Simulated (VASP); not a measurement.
**ZnS: electric field gradients with PBE**

The system is ZnS.

```
Zn S
1.0
     0.00000    2.72256    2.72256
     2.72256    0.00000    2.72256
     2.72256    2.72256    0.00000
Zn S
1 1
Direct
  0.00000 0.00000 0.00000
  0.75000 0.75000 0.75000
```

This cell differs from its parent crystal: volume scaled by 1.02.

- Program: VASP 6.6.1
- Task: electric field gradients
- Functional: PBE
- Potentials or basis: VASP PAW PBE potentials, release 64 (Zn, S)
- Cutoff: 520 eV
- k mesh: 8 × 8 × 8
- Occupations: fermi-dirac, width 0.01 eV
- Spin: no spin polarisation
- Dipole correction: no
- Further INCAR settings: ALGO = Normal; EDIFF = 1e-08; NBANDS = 16

| Item | Value |
| --- | --- |
| Pressure | 0.1 GPa |
| Band gap on the k mesh | 2.02 eV, direct |

Levels at points of the mesh, in eV from the valence-band top:
| k point | band 6 | band 7 | band 8 | band 9 | band 10 | band 11 | band 12 | band 13 |
| --- | --- | --- | --- | --- | --- | --- | --- | --- |
| (0.00, 0.00, 0.00) | -5.78 | 0.00 | 0.00 | 0.00 | 2.02 | 6.41 | 6.41 | 6.41 |
| (0.50, 0.00, 0.00) | -5.58 | -5.14 | -0.83 | -0.83 | 3.27 | 6.94 | 6.94 | 8.79 |
| (0.50, 0.50, 0.00) | -5.57 | -4.47 | -2.14 | -2.14 | 3.46 | 4.07 | 10.82 | 11.81 |

Run time: 37 s on 1 thread of Intel Xeon 8259CL, on a shared host, peak memory 0.17 GiB.

Caveat: without QUAD_EFG the Cq values of the log hold for a quadrupole moment of 1 mb, not for the nuclei.
